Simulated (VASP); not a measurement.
# Er2O (P-3m1) in VASP: relaxation of cell and atoms with PBE

Aim: the relaxation of cell and atoms of Er2O with PBE.

All numbers are computed with VASP 6.6.1; they aren't measurements. Logs are shortened: lines on timing, memory, paths and dates and some standing lists are left out, and cuts for length are marked.

### Step 1. The cell of the first run

Symmetry: P-3m1, No. 164, trigonal system. The conventional cell has a = 3.466 Å, b = 3.466 Å, c = 5.650 Å, α = 90.00°, β = 90.00°, γ = 120.00°. Within 3.2 Å of Er (site symmetry 3m) lie 3 O at 2.41 Å. Within 3.2 Å of O (site symmetry -3m) lie 6 Er at 2.41 Å.

The cell was generated, and may not be a known phase.

### Step 2. Relaxation of cell and atoms, PBE

INCAR reads:

```
SYSTEM = Er2O
ALGO     = Normal         ! electronic algorithm
EDIFF    = 1E-7           ! SCF threshold, eV
EDIFFG   = -0.01          ! ionic threshold
ENCUT    = 600            ! plane-wave cutoff, eV
GGA      = PE             ! functional
GGA_COMPAT= .FALSE.      
IBRION   = 2              ! ionic algorithm
ISIF     = 3              ! what is computed and relaxed
ISMEAR   = 0              ! smearing method
LASPH    = .TRUE.         ! aspherical terms in the spheres
LCHARG   = .FALSE.        ! write CHGCAR
LMAXMIX  = 6              ! l up to which the mixer works
LREAL    = .FALSE.        ! projectors in reciprocal space
LWAVE    = .FALSE.        ! write WAVECAR
NELM     = 200            ! most SCF steps
NELMIN   = 4            
NSW      = 100            ! ionic steps
PREC     = Accurate       ! precision mode
SIGMA    = 0.1            ! smearing width, eV
```

KPOINTS reads:

```
k-points
0
G
  18 18 8
  0 0 0
```

POSCAR reads:

```
Er2O
1.0
    3.4662897914      0.0000000000      0.0000000000
   -1.7331448957      3.0018950163      0.0000000000
    0.0000000000      0.0000000000      5.6496786384
Er O
2 1
Direct
    0.3333333333      0.6666666667      0.2380879528
    0.6666666667      0.3333333333      0.7619120472
    0.0000000000      0.0000000000      0.0000000000
```

Potentials or basis: VASP PAW PBE potentials, release 64 (Er_3, O), 4f in core.

The run is started by

```
$ cat potpaw_PBE.64/Er_3/POTCAR potpaw_PBE.64/O/POTCAR > POTCAR
$ mpirun -np 1 vasp_std > vasp.out
```

OUTCAR:

```text
SYSTEM = Er2O
   EDIFF = 1E-7
   EDIFFG = -0.01
   ENCUT = 600
   GGA = PE
   IBRION = 2
   ISIF = 3
   ISMEAR = 0
   LASPH = .TRUE.
   LREAL = .FALSE.
   NELM = 200
   NELMIN = 4
   NSW = 100
   PREC = Accurate

 ion  position               nearest neighbor table
   1  0.333  0.667  0.238-   3 2.41   3 2.41   3 2.41   2 3.35   2 3.35   2 3.35   2 3.57   2 3.57
                             2 3.57
   2  0.667  0.333  0.762-   3 2.41   3 2.41   3 2.41   1 3.35   1 3.35   1 3.35   1 3.57   1 3.57
                             1 3.57
   3  0.000  0.000  0.000-   1 2.41   2 2.41   2 2.41   1 2.41   2 2.41   1 2.41

  LATTYP: Found a hexagonal cell.
 ALAT       =     3.4662897914
 C/A-ratio  =     1.6298921840

  Lattice vectors:

 A1 = (   3.4662897914,   0.0000000000,   0.0000000000)
 A2 = (  -1.7331448957,   3.0018950163,   0.0000000000)
 A3 = (   0.0000000000,   0.0000000000,   5.6496786384)

Analysis of symmetry for initial positions (statically):
=====================================================================
 Subroutine PRICEL returns:
 Original cell was already a primitive cell.

 Routine SETGRP: Setting up the symmetry group for a
 hexagonal supercell.

 Subroutine GETGRP returns: Found 12 space group operations
 (whereof 12 operations were pure point group operations)
 out of a pool of 24 trial point group operations.

The static configuration has the point symmetry D_3d.

Analysis of symmetry for dynamics (positions and initial velocities):
=====================================================================
 Subroutine PRICEL returns:
 Original cell was already a primitive cell.

 Routine SETGRP: Setting up the symmetry group for a
 hexagonal supercell.

 Subroutine GETGRP returns: Found 12 space group operations
 (whereof 12 operations were pure point group operations)
 out of a pool of 24 trial point group operations.

The dynamic configuration has the point symmetry D_3d.

 Subroutine INISYM returns: Found 12 space group operations
 (whereof 12 operations are pure point group operations),
 and found     1 'primitive' translations

----------------------------------------------------------------------------------------

                                     Primitive cell

  volume of cell :      58.7874

  direct lattice vectors                    reciprocal lattice vectors
     3.466289791  0.000000000  0.000000000     0.288492902  0.166561454  0.000000000
    -1.733144896  3.001895016  0.000000000     0.000000000  0.333122909  0.000000000
     0.000000000  0.000000000  5.649678638     0.000000000  0.000000000  0.177001218

  length of vectors
     3.466289791  3.466289791  5.649678638     0.333122909  0.333122909  0.177001218

  position of ions in fractional coordinates (direct lattice)
     0.333333333  0.666666667  0.238087953
     0.666666667  0.333333333  0.761912047
     0.000000000  0.000000000  0.000000000

  ion indices of the primitive-cell ions
   primitive index   ion index
                 1           1
                 2           2
                 3           3

----------------------------------------------------------------------------------------

 KPOINTS: k-points

Automatic generation of k-mesh.
 Grid dimensions read from file:
 generate k-points for:   18   18    8

 Generating k-lattice:

  Cartesian coordinates                     Fractional coordinates (reciprocal lattice)
     0.016027383  0.009253414  0.000000000     0.055555556  0.000000000  0.000000000
     0.000000000  0.018506828  0.000000000     0.000000000  0.055555556  0.000000000
     0.000000000  0.000000000  0.022125152     0.000000000  0.000000000  0.125000000

  Length of vectors
     0.018506828  0.018506828  0.022125152

  Shift w.r.t. Gamma in fractional coordinates (k-lattice)
     0.000000000  0.000000000  0.000000000

 Subroutine IBZKPT returns following result:
 ===========================================

 Found    266 irreducible k-points:

 Following reciprocal coordinates:
            Coordinates               Weight
  0.000000  0.000000  0.000000      1.000000
  0.055556 -0.000000  0.000000      6.000000
  0.111111 -0.000000  0.000000      6.000000
  0.166667 -0.000000  0.000000      6.000000
  0.222222 -0.000000  0.000000      6.000000
  0.277778 -0.000000  0.000000      6.000000
[... 16 lines left out ...]
  0.333333  0.111111  0.000000     12.000000
  0.388889  0.111111  0.000000     12.000000
 [... further k-points ...]
   k-points           NKPTS =    266   k-points in BZ     NKDIM =    266   number of bands    NBANDS=     16
   number of dos      NEDOS =    301   number of ions     NIONS =      3
   total plane-waves  NPLWV =  37632
   dimension x,y,z NGX =    28 NGY =   28 NGZ =   48
   dimension x,y,z NGXF=    56 NGYF=   56 NGZF=   96
   ions per type =               2   1
   NGX,Y,Z   is equivalent  to a cutoff of  13.43, 13.43, 14.12 a.u.
   NGXF,Y,Z  is equivalent  to a cutoff of  26.86, 26.86, 28.25 a.u.
 SYSTEM =  Er2O
   PREC   = accura    normal or accurate (medium, high low for compatibility)
   ISTART =      0    job   : 0-new  1-cont  2-samecut
   ICHARG =      2    charge: 1-file 2-atom 10-const
   ISPIN  =      1    spin polarized calculation?
   LNONCOLLINEAR =      F non collinear calculations
   LSORBIT =      F    spin-orbit coupling
   LASPH  =      T    aspherical Exc in radial PAW
   ENCUT  =  600.0 eV  44.10 Ry    6.64 a.u.   6.92  6.92 11.28*2*pi/ulx,y,z
   NELM   =    200;   NELMIN=  4; NELMDL= -5     # of ELM steps
   EDIFF  = 0.1E-06   stopping-criterion for ELM
   LREAL  =      F    real-space projection
   EDIFFG = -.1E-01   stopping-criterion for IOM
   NSW    =    100    number of steps for IOM
   IBRION =      2    ionic relax: 0-MD 1-quasi-New 2-CG
   NFREE  =      1    steps in history (QN), initial steepest desc. (CG)
   ISIF   =      3    stress and relaxation
   ISYM   =      2    0-nonsym 1-usesym 2-fastsym
   POTIM  = 0.5000    time-step for ionic-motion
   TEBEG  =    0.0;   TEEND  =   0.0 temperature during run
   PSTRESS=    0.0 pullay stress
   NELECT =      24.0000    total number of electrons
   NUPDOWN=      -1.0000    fix difference up-down
   EMIN   =  10.00;   EMAX   =-10.00  energy-range for DOS
   EFERMI =   0.00;   METHOD = LEGACY
   ISMEAR =     0;   SIGMA  =   0.10  broadening in eV -4-tet -1-fermi 0-gaus
   EFERMI_NEDOS =   21; number of points for ismear=-14 and -15
   IALGO  =     38    algorithm
   IMIX   =      4    mixing-type and parameters
     AMIX     =   0.40;   BMIX     =  1.00
     AMIX_MAG =   1.60;   BMIX_MAG =  1.00
  volume/ion in A,a.u.               =      19.60       132.24
  Fermi-wavevector in a.u.,A,eV,Ry     =   1.214462  2.295000 20.067472  1.474918
  Thomas-Fermi vector in A             =   2.349881
   LORBIT       =      0    0 simple, 1 ext, 2 COOP (PROOUT), +10 PAW based schemes
   GGA     = PE    functional components
   LHFCALC =     F    Hartree Fock is set to
   AEXX    =    0.0000 exact exchange contribution
   IVDW    =     0    specifies the selected vdW correction
   LEPSILON=     F    determine dielectric tensor
   LRPA    =     F    only Hartree local field effects (RPA)
 conjugate gradient relaxation of ions
 non-spin polarized calculation
 Gauss-broadening in eV      SIGMA  =   0.10
  energy-cutoff  :      600.00
  volume of cell :       58.79
 maximum number of plane-waves:      1978
   NGX = 13   NGY = 13   NGZ = 23

--------------------------------------- Ionic step        1  -------------------------------------------

 number of electron      24.0000004 magnetization

 Free energy of the ion-electron system (eV)
  ---------------------------------------------------
  ext. energy  EPLUGINS =         0.00000000
  ---------------------------------------------------
  free energy    TOTEN  =       -19.40040371 eV

  energy without entropy =      -19.38320235  energy(sigma->0) =      -19.39180303

------------------------ aborting loop because EDIFF is reached ----------------------------------------

  FORCE on cell =-STRESS in cart. coord.  units (eV):
  Direction    XX          YY          ZZ          XY          YZ          ZX
  --------------------------------------------------------------------------------------
  -------------------------------------------------------------------------------------
  Total        0.2980446      0.2980446      0.1165084      0.0000000     -0.0000000      0.0000000
  in kB        8.1228372      8.1228372      3.1752930      0.0000000     -0.0000000      0.0000000
  external PRESSURE =       6.4736558 kB  Pullay stress =       0.0000000 kB
[... 170 lines left out ...]
  energy  without entropy=      -19.3841851576  energy(sigma->0) =      -19.39284741

--------------------------------------- Ionic step        6  -------------------------------------------

 number of electron      24.0000006 magnetization

 Free energy of the ion-electron system (eV)
  ---------------------------------------------------
  ext. energy  EPLUGINS =         0.00000000
  ---------------------------------------------------
  free energy    TOTEN  =       -19.40153945 eV

  energy without entropy =      -19.38422667  energy(sigma->0) =      -19.39288306

 E-fermi :   4.1119     XC(G=0): -10.6610

 val. band max:        4.1090729907   @ k =  -0.0556   0.1667   0.2500
 cond. band min:       4.1119779230   @ k =   0.2778   0.2222   0.1250
 fundamental gap:      0.0029049323
 Fermi energy:         4.1119033232

 k-point     1 :       0.0000    0.0000    0.0000
  band No.  band energies     occupation
      1     -21.1345      2.00000
      2     -20.2570      2.00000
      3     -20.2570      2.00000
      4     -20.1850      2.00000
      5     -20.1700      2.00000
      6     -20.1700      2.00000
[... 8 lines left out ...]
     15       6.5048      0.00000
     16       7.4021      0.00000
[... 420 lines left out ...]
  band No.  band energies     occupation
      1     -21.0207      2.00000
      2     -20.7131      2.00000
      3     -20.5528      2.00000
      4     -20.4730      2.00000
      5     -20.3372      2.00000
      6     -20.2793      2.00000
[... 8 lines left out ...]
     15       7.3372      0.00000
     16       8.1158      0.00000

 [... further k-points ...]

------------------------ aborting loop because EDIFF is reached ----------------------------------------

  FORCE on cell =-STRESS in cart. coord.  units (eV):
  Direction    XX          YY          ZZ          XY          YZ          ZX
  --------------------------------------------------------------------------------------
  -------------------------------------------------------------------------------------
  Total        0.0011259      0.0011259     -0.0284092     -0.0000000     -0.0000000      0.0000000
  in kB        0.0304719      0.0304719     -0.7688471     -0.0000000     -0.0000000      0.0000000
  external PRESSURE =      -0.2359677 kB  Pullay stress =       0.0000000 kB
[... 18 lines left out ...]
  FREE ENERGIE OF THE ION-ELECTRON SYSTEM (eV)
  ---------------------------------------------------
  free  energy   TOTEN  =       -19.4015394527 eV

  energy  without entropy=      -19.3842266736  energy(sigma->0) =      -19.39288306

 reached required accuracy - stopping structural energy minimisation
```

Wall time 14 min (1 thread of Intel Xeon Platinum 8488C (Sapphire Rapids), shared host); peak memory 0.42 GiB.

Results:

```yaml
Free_energy: -19.4015 eV
Relaxed_volume: 19.73 Å³/atom
Relaxed_cell: a = 3.480 Å, b = 3.480 Å, c = 5.646 Å, α = 90.00°, β = 90.00°, γ = 120.00°
Space_group_after_relaxing_to_0.1_Å: P-3m1 (No. 164)
Energy_gained_by_relaxing: 0.4 meV/atom
Ionic_steps: 6
Pressure_after_relaxing: 0.0 GPa
Largest_force_after_relaxing: 0.008 eV/Å
Band_gap_on_the_k_mesh: zero (bands 12 and 13 overlap by 0.78 eV)
```

Forces on the atoms (eV/Å):
```
Er   0.000  0.000 -0.008
Er   0.000  0.000  0.008
O    0.000  0.000  0.000
```

Step by step:
| step | energy change (eV) | largest force (eV/Å) | pressure (GPa) | volume (Å³) |
| --- | --- | --- | --- | --- |
| 1 | 0.0000 | 0.0302 | 0.65 | 58.79 |
| 2 | -0.0007 | 0.0237 | -0.43 | 59.46 |
| 3 | -0.0010 | 0.0045 | -0.04 | 59.22 |
| 4 | -0.0010 | 0.0053 | -0.05 | 59.23 |
| 5 | -0.0011 | 0.0065 | -0.04 | 59.21 |
| 6 | -0.0011 | 0.0076 | -0.02 | 59.20 |

Final structure:
```
Er O
1.0
     3.47967    0.00000    0.00000
    -1.73983    3.01348    0.00000
     0.00000    0.00000    5.64576
Er O
2 1
Direct
  0.33333 0.66667 0.23821
  0.66667 0.33333 0.76179
  0.00000 0.00000 0.00000
```

Levels at points of the mesh, in eV from the Fermi level:
| k point | band 8 | band 9 | band 10 | band 11 | band 12 | band 13 | band 14 | band 15 | band 16 |
| --- | --- | --- | --- | --- | --- | --- | --- | --- | --- |
| (0.00, 0.00, 0.00) | -6.28 | -5.35 | -5.35 | -3.70 | 0.51 | 1.95 | 2.39 | 2.39 | 3.29 |
| (0.50, 0.00, 0.00) | -6.33 | -5.37 | -5.33 | -1.32 | -0.22 | -0.05 | 2.82 | 3.46 | 3.83 |
| (0.00, 0.00, 0.50) | -6.54 | -5.38 | -5.38 | -1.80 | -1.13 | 1.82 | 1.82 | 1.97 | 2.02 |
| (0.50, 0.00, 0.50) | -6.32 | -5.35 | -5.33 | -0.66 | -0.24 | -0.11 | 1.17 | 3.63 | 4.22 |

Caveat: spin-orbit coupling is left out, which moves the levels of the heavy elements; the 4f electrons are frozen in the core, so they carry no moment and show no levels; the run has no spin polarisation, though such a crystal can be magnetic. Spin polarisation is off, so any magnetic state and its effect on volume and gap are missing.
